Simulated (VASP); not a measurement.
Wanted: the native input for a VASP 6.6.1 run.

- Task: single point
- Functional: PBEsol
- Potentials or basis: VASP PAW PBE potentials, release 64 (Ta_pv)
- Cutoff: 520 eV
- k mesh: 20 × 20 × 20
- Occupations: gaussian, width 0.15 eV
- Spin: no spin polarisation
- Dipole correction: no
- Further INCAR settings: ALGO = Normal; EDIFF = 1e-06; NBANDS = 12

The structure of Ta lies in POSCAR:

```
Ta
1.0
   -1.6512800000      1.6512800000      1.7338440000
    1.6512800000     -1.6512800000      1.7338440000
    1.6512800000      1.6512800000     -1.7338440000
Ta
1
Direct
    0.0000000000      0.0000000000      0.0000000000
```

This cell differs from its parent crystal: strain +0.000 along x and y, +0.050 along z.

One way to write it, as run:

INCAR

```
SYSTEM = Ta
ALGO     = Normal         ! electronic algorithm
EDIFF    = 1E-6           ! SCF threshold, eV
ENCUT    = 520            ! plane-wave cutoff, eV
GGA      = PS             ! functional
ISIF     = 2              ! what is computed and relaxed
ISMEAR   = 0              ! smearing method
LASPH    = .True.         ! aspherical terms in the spheres
LCHARG   = .False.        ! write CHGCAR
LREAL    = .False.        ! projectors in reciprocal space
LWAVE    = .False.        ! write WAVECAR
NBANDS   = 12             ! bands
NELM     = 60             ! most SCF steps
PREC     = Accurate       ! precision mode
SIGMA    = 0.15           ! smearing width, eV
```

KPOINTS

```
k-points
0
Gamma
  20 20 20
  0 0 0
```

Potentials or basis: VASP PAW PBE potentials, release 64 (Ta_pv).

Run with:

```sh
$ cat potpaw_PBE.64/Ta_pv/POTCAR > POTCAR
$ mpirun -np 1 vasp_std > vasp.out
```

Results of the run:

```
Pressure               : -12.1 GPa
Band gap on the k mesh : zero (an odd number of electrons rules out a gap without spin polarisation)
```

Caveat: the cell differs from its parent crystal (strain +0.000 along x and y, +0.050 along z); the cell stands under tension; the PAW data sets were made with another functional, which shifts forces and pressure a little; spin-orbit coupling is left out, which moves the levels of the heavy elements.

Run time: 2.1 min on 1 thread of Intel Xeon 8259CL, with other jobs on the host, peak memory 0.26 GiB.
